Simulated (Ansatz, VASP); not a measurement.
**One calculation of HfN, two programs**

Contents of INCAR:

```
ALGO = Normal
EDIFF = 1E-6
ENCUT = 520
ISIF = 2
ISMEAR = 0
LASPH = T
LCHARG = F
LREAL = F
LWAVE = F
NBANDS = 14
NELM = 100
PREC = Accurate
SIGMA = 0.15
```

The input KPOINTS:

```
k-points
0
Gamma
  18 18 18
```

Contents of POSCAR:

```
HfN
1.0
    0.0000000000      2.1686400000      2.2590000000
    2.1686400000      0.0000000000      2.2590000000
    2.1686400000      2.1686400000      0.0000000000
Hf N
1 1
Direct
    0.0000000000      0.0000000000      0.0000000000
    0.5000000000      0.5000000000      0.5000000000
```

Input for Ansatz:

```yaml
crystal:
  lattice:
    - [0.0, 2.16864, 2.259]
    - [2.16864, 0.0, 2.259]
    - [2.16864, 2.16864, 0.0]
  atoms:
    - { symbol: Hf, position: [0.0, 0.0, 0.0] }
    - { symbol: "N", position: [0.5, 0.5, 0.5] }
basis:
  ecutwfc: 420
kpoints:
  mp_grid: { grid: [18, 18, 18] }
hamiltonian:
  xc: lda
scf:
  occupations: { method: gaussian, width: 0.15 }
output:
  forces: true
  stress: true
  eigenvalues: true
```

Change from the starting cell: strain -0.040 along x and y, +0.000 along z, atoms carried along.

Alike in both runs: task single point; functional LDA; k mesh 18 × 18 × 18; occupations gaussian, width 0.15 eV; no spin polarisation.

|  | VASP | Ansatz |
| --- | --- | --- |
| version | VASP 6.6.1 | Ansatz 0.2.0 |
| potentials or method | VASP PAW LDA potentials, release 64 (Hf_pv, N), cutoff 520 eV | scalar-relativistic, plane waves, PAW |
| valence electrons in the cell | 15 | 31 |

VASP gave:

* gap on the k mesh at the Fermi level (eV): none
* pressure (GPa): 16.3
* traceless stress, the component that is largest in VASP (GPa): -17.94

**Question.** Estimate Ansatz's values.

**Answer.** gap on the k mesh at the Fermi level (eV): none; pressure (GPa): 17.4; traceless stress, the component that is largest in VASP (GPa): -17.82.

LDA's correlation is that of Perdew and Zunger in VASP and of Perdew and Wang (1992) in Ansatz. A gap of «none» marks a metal or a gap that the smearing closes. VASP's potentials hold 15 valence electrons a cell and Ansatz's 31, so a difference there can come from the potentials and not from the codes.

Spin-orbit coupling is off throughout.
